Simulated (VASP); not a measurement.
# Lu3Bi (P-6m2) in VASP: a series of runs

Runs on Lu3Bi. Level: PBE. Tasks: single point.

All numbers are computed with VASP 6.6.1; they aren't measurements. Logs are shortened: lines on timing, memory, paths and dates and some standing lists are left out, and cuts for length are marked.

### Step 1. The cell of the first run

It takes space group P-6m2 (No. 187, hexagonal). The conventional cell has a = 3.539 Å, b = 3.539 Å, c = 10.668 Å, α = 90.00°, β = 90.00°, γ = 120.00°. Within 4.5 Å of Lu (site symmetry -6m2) lie 12 Lu at 3.40 to 3.54 Å. Lu (site symmetry 3m) has 3 Bi at 3.32 Å and 9 Lu at 3.40 to 3.54 Å within 4.4 Å. Bi (site symmetry -6m2) has 6 Lu at 3.32 Å and 6 Bi at 3.54 Å within 4.4 Å.

The cell was built from a structure type or drawn by symmetry, and may not be a known phase.

### Step 2. Single point, PBE

Input file INCAR:

```
PREC     = Accurate       # precision mode
ENCUT    = 520            # plane-wave cutoff, eV
EDIFF    = 1E-6           # SCF threshold, eV
ISMEAR   = 0              # smearing method
SIGMA    = 0.1            # smearing width, eV
LREAL    = F              # projectors in reciprocal space
LASPH    = T              # aspherical terms in the spheres
NELM     = 80             # most SCF steps
ALGO     = Fast           # electronic algorithm
ISIF     = 2              # what is computed and relaxed
LWAVE    = F              # write WAVECAR
LCHARG   = F              # write CHGCAR
GGA      = PE             # functional
NBANDS   = 53             # bands
```

Input file KPOINTS:

```
regular mesh
0
Gamma
  6 6 2
```

Input file POSCAR:

```
Lu3Bi
1.0
    3.5386158934      0.0000000000      0.0000000000
   -1.7693079467      3.0645312579      0.0000000000
    0.0000000000      0.0000000000     10.6681874116
Lu Bi
3 1
Direct
    0.0000000000      0.0000000000      0.0000000000
    0.6666666667      0.3333333333      0.7448515573
    0.6666666667      0.3333333333      0.2551484427
    0.0000000000      0.0000000000      0.5000000000
```

Potentials or basis: VASP PAW PBE potentials, release 64 (Lu, Bi_d).

Run with:

```console
cat potpaw_PBE.64/Lu/POTCAR potpaw_PBE.64/Bi_d/POTCAR > POTCAR
mpirun -np 1 vasp_std > vasp.out
```

OUTCAR:

```text
PREC = Accurate
   ENCUT = 520
   EDIFF = 1E-6
   ISMEAR = 0
   LREAL = F
   LASPH = T
   NELM = 80
   ISIF = 2
   GGA = PE

 ion  position               nearest neighbor table
   1  0.000  0.000  0.000-   2 3.40   3 3.40   2 3.40   3 3.40   2 3.40   3 3.40
   2  0.667  0.333  0.745-   4 3.32   4 3.32   4 3.32   1 3.40   1 3.40   1 3.40
   3  0.667  0.333  0.255-   4 3.32   4 3.32   4 3.32   1 3.40   1 3.40   1 3.40
   4  0.000  0.000  0.500-   2 3.32   3 3.32   2 3.32   3 3.32   2 3.32   3 3.32

  LATTYP: Found a hexagonal cell.
 ALAT       =     3.5386158934
 C/A-ratio  =     3.0147910180

  Lattice vectors:

 A1 = (   3.5386158934,   0.0000000000,   0.0000000000)
 A2 = (  -1.7693079467,   3.0645312579,   0.0000000000)
 A3 = (   0.0000000000,   0.0000000000,  10.6681874116)

Analysis of symmetry for initial positions (statically):
=====================================================================
 Subroutine PRICEL returns:
 Original cell was already a primitive cell.

 Routine SETGRP: Setting up the symmetry group for a
 hexagonal supercell.

 Subroutine GETGRP returns: Found 12 space group operations
 (whereof 12 operations were pure point group operations)
 out of a pool of 24 trial point group operations.

The static configuration has the point symmetry D_3h.

Analysis of symmetry for dynamics (positions and initial velocities):
=====================================================================
 Subroutine PRICEL returns:
 Original cell was already a primitive cell.

 Routine SETGRP: Setting up the symmetry group for a
 hexagonal supercell.

 Subroutine GETGRP returns: Found 12 space group operations
 (whereof 12 operations were pure point group operations)
 out of a pool of 24 trial point group operations.

The dynamic configuration has the point symmetry D_3h.

 Subroutine INISYM returns: Found 12 space group operations
 (whereof 12 operations are pure point group operations),
 and found     1 'primitive' translations

----------------------------------------------------------------------------------------

                                     Primitive cell

  volume of cell :     115.6879

[... 77 lines left out ...]
   LSORBIT =      F    spin-orbit coupling
   LASPH  =      T    aspherical Exc in radial PAW
   ENCUT  =  520.0 eV  38.22 Ry    6.18 a.u.   6.58  6.58 19.84*2*pi/ulx,y,z
   NELM   =     80;   NELMIN=  2; NELMDL= -5     # of ELM steps
   EDIFF  = 0.1E-05   stopping-criterion for ELM
   LREAL  =      F    real-space projection
   EDIFFG = 0.1E-04   stopping-criterion for IOM
   NSW    =      0    number of steps for IOM
   IBRION =     -1    ionic relax: 0-MD 1-quasi-New 2-CG
   NFREE  =      0    steps in history (QN), initial steepest desc. (CG)
   ISIF   =      2    stress and relaxation
   ISYM   =      2    0-nonsym 1-usesym 2-fastsym
   POTIM  = 0.5000    time-step for ionic-motion
   TEBEG  =    0.0;   TEEND  =   0.0 temperature during run
   PSTRESS=    0.0 pullay stress
   NELECT =      90.0000    total number of electrons
   NUPDOWN=      -1.0000    fix difference up-down
   EMIN   =  10.00;   EMAX   =-10.00  energy-range for DOS
   EFERMI =   0.00;   METHOD = LEGACY
   ISMEAR =     0;   SIGMA  =   0.10  broadening in eV -4-tet -1-fermi 0-gaus
   EFERMI_NEDOS =   21; number of points for ismear=-14 and -15
   IALGO  =     68    algorithm
   IMIX   =      4    mixing-type and parameters
     AMIX     =   0.40;   BMIX     =  1.00
     AMIX_MAG =   1.60;   BMIX_MAG =  1.00
  volume/ion in A,a.u.               =      28.92       195.18
  Fermi-wavevector in a.u.,A,eV,Ry     =   1.505658  2.845281 30.844484  2.267006
  Thomas-Fermi vector in A             =   2.616478
   LORBIT       =      0    0 simple, 1 ext, 2 COOP (PROOUT), +10 PAW based schemes
   GGA     = PE    functional components
   LHFCALC =     F    Hartree Fock is set to
   AEXX    =    0.0000 exact exchange contribution
   IVDW    =     0    specifies the selected vdW correction
   LEPSILON=     F    determine dielectric tensor
   LRPA    =     F    only Hartree local field effects (RPA)
 non-spin polarized calculation
 RMM-DIIS sequential band-by-band and
 Gauss-broadening in eV      SIGMA  =   0.10
  energy-cutoff  :      520.00
  volume of cell :      115.69
 maximum number of plane-waves:      3172
 NGX is ok and might be reduce to    28
   NGX = 13   NGY = 13   NGZ = 39

 number of electron      90.0000002 magnetization

 Free energy of the ion-electron system (eV)
  ---------------------------------------------------
  ext. energy  EPLUGINS =         0.00000000
  ---------------------------------------------------
  free energy    TOTEN  =       -18.19916809 eV

  energy without entropy =      -18.16337575  energy(sigma->0) =      -18.18127192

 E-fermi :   3.9681     XC(G=0): -10.6805

 val. band max:        3.9630051969   @ k =   0.3333   0.1667   0.0000
 cond. band min:       3.9997927089   @ k =   0.3333  -0.0000   0.5000
 fundamental gap:      0.0367875121
 Fermi energy:         3.9681441870

 k-point     1 :       0.0000    0.0000    0.0000
  band No.  band energies     occupation
      1     -52.4888      2.00000
      2     -52.4884      2.00000
      3     -52.1093      2.00000
      4     -23.2723      2.00000
      5     -23.2035      2.00000
      6     -22.9902      2.00000
[... 773 lines left out ...]
     52       6.8835      0.00000
     53       7.0427      0.00000

------------------------ aborting loop because EDIFF is reached ----------------------------------------

  FORCE on cell =-STRESS in cart. coord.  units (eV):
  Direction    XX          YY          ZZ          XY          YZ          ZX
  --------------------------------------------------------------------------------------
  -------------------------------------------------------------------------------------
  Total       -3.6646049     -3.6646049     -3.4100795      0.0000000      0.0000000      0.0000000
  in kB      -50.7515861    -50.7515861    -47.2266313      0.0000000      0.0000000      0.0000000
  external PRESSURE =     -49.5766011 kB  Pullay stress =       0.0000000 kB

 VOLUME and BASIS-vectors are now :
 -----------------------------------------------------------------------------
  energy-cutoff  :      520.00
  volume of cell :      115.69
      direct lattice vectors                 reciprocal lattice vectors
     3.538615893  0.000000000  0.000000000     0.282596368  0.163157089  0.000000000
    -1.769307947  3.064531258  0.000000000     0.000000000  0.326314179  0.000000000
     0.000000000  0.000000000 10.668187412     0.000000000  0.000000000  0.093736636

 POSITION                                       TOTAL-FORCE (eV/Angst)
 -----------------------------------------------------------------------------------
      0.00000      0.00000      0.00000         0.000000      0.000000      0.000000
      1.76931      1.02151      7.94622         0.000000      0.000000      0.023811
      1.76931      1.02151      2.72197         0.000000      0.000000     -0.023811
      0.00000      0.00000      5.33409        -0.000000      0.000000      0.000000
 -----------------------------------------------------------------------------------
    total drift:                               -0.000001      0.000000      0.000000

  FREE ENERGIE OF THE ION-ELECTRON SYSTEM (eV)
  ---------------------------------------------------
  free  energy   TOTEN  =       -18.1991680878 eV

  energy  without entropy=      -18.1633757542  energy(sigma->0) =      -18.18127192
```

OSZICAR:

```text
N       E                     dE             d eps       ncg     rms          rms(c)
DAV:   1     0.942399939843E+03    0.94240E+03   -0.32981E+04  2124   0.559E+03
DAV:   2     0.141298752455E+03   -0.80110E+03   -0.76328E+03  2028   0.966E+02
[... 13 lines left out ...]
RMM:  65    -0.181991526626E+02   -0.26471E-06   -0.10623E-05  1804   0.183E-02    0.224E-01
RMM:  66    -0.181991480774E+02    0.45852E-05   -0.10866E-05  2064   0.212E-02    0.218E-01
RMM:  67    -0.181991582458E+02   -0.10168E-04   -0.64988E-06  1479   0.163E-02    0.224E-01
RMM:  68    -0.181991647587E+02   -0.65128E-05   -0.87592E-06  1661   0.173E-02    0.229E-01
RMM:  69    -0.181991687776E+02   -0.40189E-05   -0.59999E-06  1449   0.145E-02    0.233E-01
RMM:  70    -0.181991680878E+02    0.68975E-06   -0.42915E-06  1209   0.123E-02
   1 F= -.18199168E+02 E0= -.18181272E+02  d E =-.357923E-01
```

stdout:

```text
POSCAR found type information on POSCAR LuBi
 POSCAR found :  2 types and       4 ions
 scaLAPACK will be used
 LDA part: xc-table for (Slater+PW92), standard interpolation
 POSCAR, INCAR and KPOINTS ok, starting setup
 FFT: planning ... GRIDC
 FFT: planning ... GRID_SOFT
 FFT: planning ... GRID
 WAVECAR not read
 entering main loop
WARNING in EDDRMM: call to ZHEGV failed, returncode =   8  4     27
WARNING in EDDRMM: call to ZHEGV failed, returncode =   8  4     45
WARNING in EDDRMM: call to ZHEGV failed, returncode =   6  3     40
WARNING in EDDRMM: call to ZHEGV failed, returncode =   6  3     45
```

Wall time 11 min (1 thread of Intel Xeon Platinum 8259CL at 2.50GHz (Skylake/Cascade Lake), shared host); peak memory 0.29 GiB.

Results:

| Item | Value |
| --- | --- |
| Free energy | -18.1992 eV |
| Pressure | -5.0 GPa |
| Largest force | 0.024 eV/Å |
| Band gap on the k mesh | zero (bands 45 and 46 overlap by 2.30 eV) |

Forces on the atoms (eV/Å):
```
Lu   0.000  0.000  0.000
Lu   0.000  0.000  0.024
Lu   0.000  0.000 -0.024
Bi   0.000  0.000  0.000
```

Levels at points of the mesh, in eV from the Fermi level:
```
           k point  band 42  band 43  band 44  band 45  band 46  band 47
(0.00, 0.00, 0.00)    -2.49    -1.45     1.08     1.77     1.77     2.02
(0.50, 0.00, 0.00)    -1.92    -1.32    -1.14    -0.37    -0.24     0.68
(0.00, 0.00, 0.50)    -3.75    -1.11     0.97     1.77     1.77     2.08
(0.50, 0.00, 0.50)    -2.08    -1.38    -1.04    -0.27    -0.23     0.62
```

Caveat: the cell stands under tension; spin-orbit coupling is left out, which moves the levels of the heavy elements.

### Step 3. Single point, PBE

This run uses another cell than the first one, of 31.26 Å³/atom.

Input file INCAR:

```
SYSTEM = Lu3Bi
PREC = Accurate
ENCUT = 520
EDIFF = 1E-6
ISMEAR = 0
SIGMA = 0.1
LREAL = .False.
LASPH = .True.
NELM = 80
ALGO = Fast
ISIF = 2
LWAVE = .False.
LCHARG = .False.
GGA = PE
NBANDS = 53
```

Input file KPOINTS:

```
Automatic mesh
0
Gamma
  6 6 2
  0 0 0
```

Input file POSCAR:

```
Lu3Bi
1.0
    3.5880342400      0.0000000000      0.0000000000
   -1.7940171200      3.1073288100      0.0000000000
    0.0000000000      0.0000000000     11.2148021700
Lu Bi
3 1
Direct
    0.0000000000      0.0000000000      0.0000000000
    0.6666666700      0.3333333300      0.7309134000
    0.6666666700      0.3333333300      0.2690866000
    0.0000000000      0.0000000000      0.5000000000
```

Potentials or basis: VASP PAW PBE potentials, release 64 (Lu, Bi_d).

Run with:

```console
cat potpaw_PBE.64/Lu/POTCAR potpaw_PBE.64/Bi_d/POTCAR > POTCAR
mpirun -np 1 vasp_std > vasp.out
```

Wall time 10 min (1 thread of Intel Xeon Platinum 8259CL at 2.50GHz (Skylake/Cascade Lake), shared host); peak memory 0.29 GiB.

The run converged. Its results:

| Property | Result |
| --- | --- |
| Free energy | -17.9936 eV |
| Pressure | -3.3 GPa |
| Largest force | 0.489 eV/Å |
| Band gap on the k mesh | zero (bands 45 and 46 overlap by 1.81 eV) |

Forces in eV/Å, atoms in the order of the input:
```
Lu   0.000  0.000  0.000
Lu   0.000  0.000  0.489
Lu   0.000  0.000 -0.489
Bi   0.000  0.000  0.000
```

Stress tensor (GPa, compression positive):
```
-2.28  0.00  0.00
 0.00 -2.28  0.00
 0.00  0.00 -5.35
```

Levels at points of the mesh, in eV from the Fermi level:
```
           k point  band 42  band 43  band 44  band 45  band 46  band 47
(0.00, 0.00, 0.00)    -2.61    -1.47     0.63     1.33     1.72     1.72
(0.50, 0.00, 0.00)    -1.79    -1.23    -0.98    -0.40    -0.20     0.61
(0.00, 0.00, 0.50)    -3.72    -0.97     0.38     1.48     1.73     1.73
(0.50, 0.00, 0.50)    -1.91    -1.20    -0.97    -0.31    -0.18     0.58
```

Caveat: the cell stands under tension; spin-orbit coupling is left out, which moves the levels of the heavy elements.
